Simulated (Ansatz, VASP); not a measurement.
One calculation of KBr, two programs

File INCAR:

```
  PREC = Accurate
  ENCUT = 520
  EDIFF = 1E-7
  ISMEAR = 0
  SIGMA = 0.05
  LREAL = F
  LASPH = T
  NELM = 80
  ALGO = Normal
  ISIF = 2
  LWAVE = F
  LCHARG = T
  GGA = PS
  LELF = T
  LVHAR = T
  NBANDS = 15
```

The input KPOINTS:

```
Automatic mesh
0
Gamma
  8 8 8
```

File POSCAR:

```
KBr
1.0
    1.7328485704      4.3321214260      4.3321214260
    4.3321214260      1.7328485704      4.3321214260
    4.3321214260      4.3321214260      1.7328485704
K Br
1 1
Direct
    0.0000000000      0.0000000000      0.0000000000
    0.5000000000      0.5000000000      0.5000000000
```

Input for Ansatz:

```yaml
crystal:
  lattice:
    - [1.7328485704, 4.332121426, 4.332121426]
    - [4.332121426, 1.7328485704, 4.332121426]
    - [4.332121426, 4.332121426, 1.7328485704]
  atoms:
    - { symbol: K, position: [0.0, 0.0, 0.0] }
    - { symbol: Br, position: [0.5, 0.5, 0.5] }
basis:
  ecutwfc: 420
kpoints:
  mp_grid: { grid: [8, 8, 8] }
hamiltonian:
  xc: pbesol
scf:
  occupations: { method: gaussian, width: 0.05 }
output:
  forces: true
  stress: true
  eigenvalues: true
```

Alike in both runs: task single point; functional PBEsol; k mesh 8 × 8 × 8; occupations gaussian, width 0.05 eV; no spin polarisation.

|  | VASP | Ansatz |
| --- | --- | --- |
| version | VASP 6.6.1 | Ansatz 0.2.0 |
| potentials or method | VASP PAW PBE potentials, release 64 (K_sv, Br), cutoff 520 eV | scalar-relativistic, plane waves, PAW |
| valence electrons in the cell | 16 | 16 |

```csv
,VASP,Ansatz,Ansatz less VASP
gap on the k mesh at the Fermi level (eV),none,none,-
pressure (GPa),-0.9,-0.9,-0.02
"traceless stress, the component that is largest in VASP (GPa)",-7.02,-7.03,-0.005
```

VASP's potentials were made for PBE, not for PBEsol. A gap of «none» marks a metal or a gap that the smearing closes. With one functional, cell and mesh, what is left measures potentials, basis and numerics.
